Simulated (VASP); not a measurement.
Set up this calculation in VASP 6.6.1, as the native input.

```
Task                   : single point
Functional             : PBE
Potentials or basis    : VASP PAW PBE potentials, release 64 (Pb_d, S)
Cutoff                 : 520 eV
k mesh                 : 6 × 6 × 6
Occupations            : fermi-dirac, width 0.02 eV
Spin                   : no spin polarisation
Dipole correction      : no
Further INCAR settings : ALGO = Normal; EDIFF = 1e-07; NBANDS = 17
```

The structure of PbS lies in POSCAR:

```
PbS
1.0
    3.6880977856      0.0000000000      0.0000000000
    0.0000000000      3.6880977856      0.0000000000
    0.0000000000      0.0000000000      3.6880977856
Pb S
1 1
Direct
    0.0000000000      0.0000000000      0.0000000000
    0.5000000000      0.5000000000      0.5000000000
```

This cell differs from its parent crystal: volume changed by +3%.

These files were run (other wordings do the same):

INCAR

```
SYSTEM = PbS
PREC = Accurate
ENCUT = 520
EDIFF = 1E-7
ISMEAR = -1
SIGMA = 0.02
LREAL = .FALSE.
LASPH = .TRUE.
NELM = 60
ALGO = Normal
ISIF = 2
LWAVE = .FALSE.
LCHARG = .FALSE.
GGA = PE
NBANDS = 17
```

KPOINTS

```
Automatic mesh
0
G
  6 6 6
  0 0 0
```

Potentials or basis: VASP PAW PBE potentials, release 64 (Pb_d, S).

Run with:

```sh
$ cat potpaw_PBE.64/Pb_d/POTCAR potpaw_PBE.64/S/POTCAR > POTCAR
$ mpirun -np 1 vasp_std > vasp.out
```

Results of the run:

```yaml
Pressure: -1.6 GPa
Band_gap_on_the_k_mesh: zero (band 10 reaches 5.79 eV, above the bottom of band 11 at 5.40 eV)
```

Caveat: spin-orbit coupling is left out, which moves the levels of the heavy elements.

It took 20 s on 1 thread of Intel Xeon 8259CL, with other jobs on the host, peak memory 0.16 GiB.
